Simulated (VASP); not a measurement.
# Pb (Cmce) in VASP: relaxation of cell and atoms with r2SCAN

Aim: the relaxation of cell and atoms of Pb with r2SCAN.

Program: VASP 6.6.1. These are calculated values, not measurements. Logs are shortened: lines on timing, memory, paths and dates and some standing lists are left out, and cuts for length are marked.

### Step 1. The cell of the first run

Symmetry: Cmce, No. 64, orthorhombic system. Conventional cell: a = 5.363 Å, b = 9.089 Å, c = 5.370 Å, α = 90.00°, β = 90.00°, γ = 90.00°. Within 3.8 Å of Pb (site symmetry m) lie 7 Pb at 2.90 to 3.32 Å.

### Step 2. Relaxation of cell and atoms, r2SCAN

The input, POSCAR:

```
Pb
1.0
    2.6813915012     -4.5444613361      0.0000000000
    2.6813915012      4.5444613361      0.0000000000
    0.0000000000      0.0000000000      5.3699164181
Pb
4
Direct
    0.1525000000      0.8475000000      0.0785000000
    0.6525000000      0.3475000000      0.4215000000
    0.8475000000      0.1525000000      0.9215000000
    0.3475000000      0.6525000000      0.5785000000
```

The input, INCAR.step1:

```
  PREC = Accurate
  ENCUT = 550
  ISMEAR = 0
  SIGMA = 0.1
  LREAL = F
  LASPH = T
  NELM = 120
  GGA = PE
  ALGO = Normal
  EDIFF = 1E-5
  LWAVE = T
  LCHARG = F
  GGA_COMPAT = F
  IBRION = 2
  ISIF = 3
  EDIFFG = -0.005
  NELMIN = 4
  NSW = 100
```

The input, INCAR.step2:

```
  PREC = Accurate
  ENCUT = 550
  EDIFF = 1E-7
  ISMEAR = 0
  SIGMA = 0.1
  LREAL = F
  LASPH = T
  NELM = 120
  ALGO = Normal
  ISIF = 3
  LWAVE = F
  LCHARG = F
  METAGGA = R2SCAN
  LMIXTAU = T
  IBRION = 2
  NSW = 90
  EDIFFG = -0.04
  ISTART = 1
  GGA_COMPAT = F
  NELMIN = 4
```

The input, KPOINTS:

```
Automatic mesh
0
Gamma
  4 4 4
```

Potentials or basis: VASP PAW PBE potentials, release 64 (Pb_d).

The run is started by

```console
$ cat potpaw_PBE.64/Pb_d/POTCAR > POTCAR
$ cp INCAR.step1 INCAR
$ mpirun -np 1 vasp_std > vasp.out
$ cp INCAR.step2 INCAR
$ mpirun -np 1 vasp_std > vasp.out
```

OUTCAR:

```text
PREC = Accurate
   ENCUT = 550
   EDIFF = 1E-7
   ISMEAR = 0
   LREAL = F
   LASPH = T
   NELM = 120
   ISIF = 3
   METAGGA = R2SCAN
   IBRION = 2
   NSW = 90
   EDIFFG = -0.04
   ISTART = 1
   NELMIN = 4

 ion  position               nearest neighbor table
   1  0.153  0.847  0.078-   3 2.90   4 3.22   4 3.22   2 3.25   2 3.25   3 3.32   3 3.32
   2  0.653  0.347  0.422-   4 2.90   3 3.22   3 3.22   1 3.25   1 3.25   4 3.32   4 3.32
   3  0.847  0.153  0.922-   1 2.90   2 3.22   2 3.22   4 3.25   4 3.25   1 3.32   1 3.32
   4  0.347  0.653  0.578-   2 2.90   1 3.22   1 3.22   3 3.25   3 3.25   2 3.32   2 3.32

  LATTYP: Found a base centered orthorhombic cell.
 ALAT       =     5.3627830024
 B/A-ratio  =     1.6948145521
 C/A-ratio  =     1.0013301705

  Lattice vectors:

 A1 = (   2.6813915012,  -4.5444613361,   0.0000000000)
 A2 = (   2.6813915012,   4.5444613361,   0.0000000000)
 A3 = (   0.0000000000,   0.0000000000,   5.3699164181)

Analysis of symmetry for initial positions (statically):
=====================================================================
 Subroutine PRICEL returns:
 Original cell was already a primitive cell.

 Routine SETGRP: Setting up the symmetry group for a
 base centered orthorhombic supercell.

 Subroutine GETGRP returns: Found  8 space group operations
 (whereof  4 operations were pure point group operations)
 out of a pool of  8 trial point group operations.

The static configuration has the point symmetry C_2h.
 The point group associated with its full space group is D_2h.

Analysis of symmetry for dynamics (positions and initial velocities):
=====================================================================
 Subroutine PRICEL returns:
 Original cell was already a primitive cell.

 Routine SETGRP: Setting up the symmetry group for a
 base centered orthorhombic supercell.

 Subroutine GETGRP returns: Found  8 space group operations
 (whereof  4 operations were pure point group operations)
 out of a pool of  8 trial point group operations.

The dynamic configuration has the point symmetry C_2h.
 The point group associated with its full space group is D_2h.

 Subroutine INISYM returns: Found  8 space group operations
 (whereof  4 operations are pure point group operations),
 and found     1 'primitive' translations

----------------------------------------------------------------------------------------

                                     Primitive cell

  volume of cell :     130.8700

  direct lattice vectors                    reciprocal lattice vectors
     2.681391501 -4.544461336  0.000000000     0.186470346 -0.110024041  0.000000000
     2.681391501  4.544461336  0.000000000     0.186470346  0.110024041  0.000000000
[... 75 lines left out ...]
 SYSTEM =  unknown system
   PREC   = accura    normal or accurate (medium, high low for compatibility)
   ISTART =      1    job   : 0-new  1-cont  2-samecut
   ICHARG =      0    charge: 1-file 2-atom 10-const
   ISPIN  =      1    spin polarized calculation?
   LNONCOLLINEAR =      F non collinear calculations
   LSORBIT =      F    spin-orbit coupling
   LASPH  =      T    aspherical Exc in radial PAW
   ENCUT  =  550.0 eV  40.42 Ry    6.36 a.u.  10.09 10.09 10.27*2*pi/ulx,y,z
   NELM   =    120;   NELMIN=  4; NELMDL=  0     # of ELM steps
   EDIFF  = 0.1E-06   stopping-criterion for ELM
   LREAL  =      F    real-space projection
   EDIFFG = -.4E-01   stopping-criterion for IOM
   NSW    =     90    number of steps for IOM
   IBRION =      2    ionic relax: 0-MD 1-quasi-New 2-CG
   NFREE  =      1    steps in history (QN), initial steepest desc. (CG)
   ISIF   =      3    stress and relaxation
   ISYM   =      2    0-nonsym 1-usesym 2-fastsym
   POTIM  = 0.5000    time-step for ionic-motion
   TEBEG  =    0.0;   TEEND  =   0.0 temperature during run
   PSTRESS=    0.0 pullay stress
   NELECT =      56.0000    total number of electrons
   NUPDOWN=      -1.0000    fix difference up-down
   EMIN   =  10.00;   EMAX   =-10.00  energy-range for DOS
   EFERMI =   0.00;   METHOD = LEGACY
   ISMEAR =     0;   SIGMA  =   0.10  broadening in eV -4-tet -1-fermi 0-gaus
   EFERMI_NEDOS =   21; number of points for ismear=-14 and -15
   IALGO  =     38    algorithm
   IMIX   =      4    mixing-type and parameters
     AMIX     =   0.40;   BMIX     =  1.00
     AMIX_MAG =   1.60;   BMIX_MAG =  1.00
  volume/ion in A,a.u.               =      32.72       220.79
  Fermi-wavevector in a.u.,A,eV,Ry     =   1.233647  2.331254 20.706490  1.521884
  Thomas-Fermi vector in A             =   2.368369
   LORBIT       =      0    0 simple, 1 ext, 2 COOP (PROOUT), +10 PAW based schemes
   METAGGA = R2SCAN    functional components
   LHFCALC =     F    Hartree Fock is set to
   AEXX    =    0.0000 exact exchange contribution
   IVDW    =     0    specifies the selected vdW correction
   LEPSILON=     F    determine dielectric tensor
   LRPA    =     F    only Hartree local field effects (RPA)
 conjugate gradient relaxation of ions
 non-spin polarized calculation
 Gauss-broadening in eV      SIGMA  =   0.10
  energy-cutoff  :      550.00
  volume of cell :      130.87
 maximum number of plane-waves:      3866
   NGX = 21   NGY = 21   NGZ = 21

--------------------------------------- Ionic step        1  -------------------------------------------

 number of electron      55.9999997 magnetization

 Free energy of the ion-electron system (eV)
  ---------------------------------------------------
  ext. energy  EPLUGINS =         0.00000000
  ---------------------------------------------------
  free energy    TOTEN  =      -224.44411343 eV

  energy without entropy =     -224.43679068  energy(sigma->0) =     -224.44045205

 E-fermi :   6.4415     XC(G=0): -10.3266

 val. band max:        6.3902262104   @ k =   0.2500   0.2500   0.5000
 cond. band min:       6.5126609265   @ k =   0.0000   0.0000   0.5000
 fundamental gap:      0.1224347161
 Fermi energy:         6.4415162315
[... 1624 lines left out ...]
  FREE ENERGIE OF THE ION-ELECTRON SYSTEM (eV)
  ---------------------------------------------------
  free  energy   TOTEN  =      -224.7355252973 eV

  energy  without entropy=     -224.7232568864  energy(sigma->0) =     -224.72939109

[... ionic steps 4 to 7 ...]

--------------------------------------- Ionic step        8  -------------------------------------------

 number of electron      55.9999986 magnetization

------------------------ aborting loop because EDIFF is reached ----------------------------------------
[... 71 lines left out ...]
--------------------------------------- Ionic step       10  -------------------------------------------

 number of electron      55.9999990 magnetization

 Free energy of the ion-electron system (eV)
  ---------------------------------------------------
  ext. energy  EPLUGINS =         0.00000000
  ---------------------------------------------------
  free energy    TOTEN  =      -224.75842588 eV

  energy without entropy =     -224.74968395  energy(sigma->0) =     -224.75405491

 E-fermi :   5.2734     XC(G=0):  -9.7805

 val. band max:        5.2686481040   @ k =   0.5000   0.2500   0.0000
 cond. band min:       5.3496733802   @ k =   0.5000   0.2500   0.5000
 fundamental gap:      0.0810252762
 Fermi energy:         5.2733977333
[... 785 lines left out ...]
  FREE ENERGIE OF THE ION-ELECTRON SYSTEM (eV)
  ---------------------------------------------------
  free  energy   TOTEN  =      -224.7584258827 eV

  energy  without entropy=     -224.7496839457  energy(sigma->0) =     -224.75405491

 reached required accuracy - stopping structural energy minimisation
```

OSZICAR.step1:

```text
N       E                     dE             d eps       ncg     rms          rms(c)
DAV:   1     0.688415760874E+03    0.68842E+03   -0.28831E+04  1386   0.211E+03
DAV:   2     0.526135851764E+02   -0.63580E+03   -0.62953E+03  1388   0.536E+02
DAV:   3    -0.107450378765E+02   -0.63359E+02   -0.62751E+02  1669   0.214E+02
[... 342 lines left out ...]
       N       E                     dE             d eps       ncg     rms          rms(c)
DAV:   1    -0.137348520918E+02   -0.42131E-06   -0.54861E-06   693   0.299E-02    0.233E-03
DAV:   2    -0.137348521288E+02   -0.37026E-07   -0.84270E-07   693   0.142E-02    0.790E-04
DAV:   3    -0.137348520507E+02    0.78045E-07   -0.19174E-07   693   0.357E-03    0.323E-04
DAV:   4    -0.137348519452E+02    0.10557E-06   -0.22258E-08   693   0.188E-03
  50 F= -.13734852E+02 E0= -.13728714E+02  d E =-.158265E-04
```

It took 1.9 h on 1 thread of Oxide Virtual Turin-like, shared host; peak memory 0.28 GiB.

Results:

```
Free energy                           : -224.7584 eV
Relaxed volume                        : 36.35 Å³/atom
Relaxed cell                          : a = 5.564 Å, b = 5.564 Å, c = 5.431 Å, α = 90.00°, β = 90.00°, γ = 120.16°
Space group after relaxing (to 0.1 Å) : Cmce (No. 64)
Energy gained by relaxing             : 78.6 meV/atom
Ionic steps                           : 10
Pressure after relaxing               : 0.0 GPa
Largest force after relaxing          : 0.036 eV/Å
Band gap on the k mesh                : zero (bands 28 and 29 overlap by 0.98 eV)
```

Forces on the atoms (eV/Å):
```
Pb   0.000  0.014  0.034
Pb   0.000  0.014 -0.034
Pb   0.000 -0.014 -0.034
Pb   0.000 -0.014  0.034
```

Step by step:
```tsv
step	energy change (eV)	largest force (eV/Å)	pressure (GPa)	volume (Å³)
1	0.0000	0.8195	4.81	130.87
2	-0.2810	0.2017	-1.21	150.28
3	-0.2914	0.2506	-0.45	146.58
4	-0.3060	0.1159	0.00	145.01
5	-0.3075	0.0599	0.22	144.33
6	-0.3101	0.0462	0.06	145.11
7	-0.3113	0.0379	-0.16	146.16
8	-0.3128	0.0428	-0.06	145.75
9	-0.3130	0.0468	0.00	145.56
10	-0.3143	0.0364	0.03	145.39
```

Final structure:
```
Pb
1.0
     2.77527   -4.82284    0.00000
     2.77527    4.82284    0.00000
     0.00000    0.00000    5.43116
Pb
4
Direct
  0.15872 0.84128 0.08565
  0.65872 0.34128 0.41435
  0.84128 0.15872 0.91435
  0.34128 0.65872 0.58565
```

Caveat: the PAW data sets were made with another functional, which shifts forces and pressure a little; spin-orbit coupling is left out, which moves the levels of the heavy elements.

The gap in the log of VASP goes by the Fermi energy; the results here count the filled bands.